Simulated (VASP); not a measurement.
Write the native input for VASP 6.6.1 that does the following.

```yaml
Task: single point
Functional: r2SCAN
Potentials_or_basis: VASP PAW PBE potentials, release 64 (Ti_sv, Al)
Cutoff: 520 eV
k_mesh: 16 × 16 × 16
Occupations: gaussian, width 0.15 eV
Spin: no spin polarisation
Dipole_correction: no
Further_INCAR_settings: ALGO = Normal; EDIFF = 1e-06; NBANDS = 14
```

TiAl:

```
CELL_PARAMETERS angstrom
3.21905 -0.34447 -0.34447
-0.34447 3.21905 -0.34447
-0.34447 -0.34447 3.21905
ATOMIC_POSITIONS crystal
Ti 0.00000 0.00000 0.00000
Al 0.50000 0.50000 0.50000
```

This cell differs from its parent crystal: ratio of the length along [111] to the lengths across it x 0.71, volume and fractional coordinates fixed.

The input as run:

POSCAR

```
TiAl
1.0
    3.2190510025     -0.3444740925     -0.3444740925
   -0.3444740925      3.2190510025     -0.3444740925
   -0.3444740925     -0.3444740925      3.2190510025
Ti Al
1 1
Direct
    0.0000000000      0.0000000000      0.0000000000
    0.5000000000      0.5000000000      0.5000000000
```

INCAR.step1

```
ALGO = Normal
EDIFF = 1E-4
ENCUT = 520
GGA = PE
ISMEAR = 0
LASPH = True
LCHARG = False
LREAL = False
LWAVE = True
NBANDS = 14
NELM = 80
PREC = Accurate
SIGMA = 0.15
```

INCAR.step2

```
ALGO = Normal
EDIFF = 1E-6
ENCUT = 520
ISIF = 2
ISMEAR = 0
ISTART = 1
LASPH = True
LCHARG = False
LMIXTAU = True
LREAL = False
LWAVE = False
METAGGA = R2SCAN
NBANDS = 14
NELM = 80
PREC = Accurate
SIGMA = 0.15
```

KPOINTS

```
k-points
0
Gamma
  16 16 16
```

Potentials or basis: VASP PAW PBE potentials, release 64 (Ti_sv, Al).

Run with:

```console
$ cat potpaw_PBE.64/Ti_sv/POTCAR potpaw_PBE.64/Al/POTCAR > POTCAR
$ cp INCAR.step1 INCAR
$ mpirun -np 1 vasp_std > vasp.out
$ cp INCAR.step2 INCAR
$ mpirun -np 1 vasp_std > vasp.out
```

It gave:

| Property | Result |
| --- | --- |
| Pressure | 17.3 GPa |

Caveat: the PAW data sets were made with another functional, which shifts forces and pressure a little.

Run time: 3.1 min on 1 thread of Intel(R) Xeon(R) 6975P-C (Granite Rapids), with other jobs on the host, peak memory 0.3 GiB.
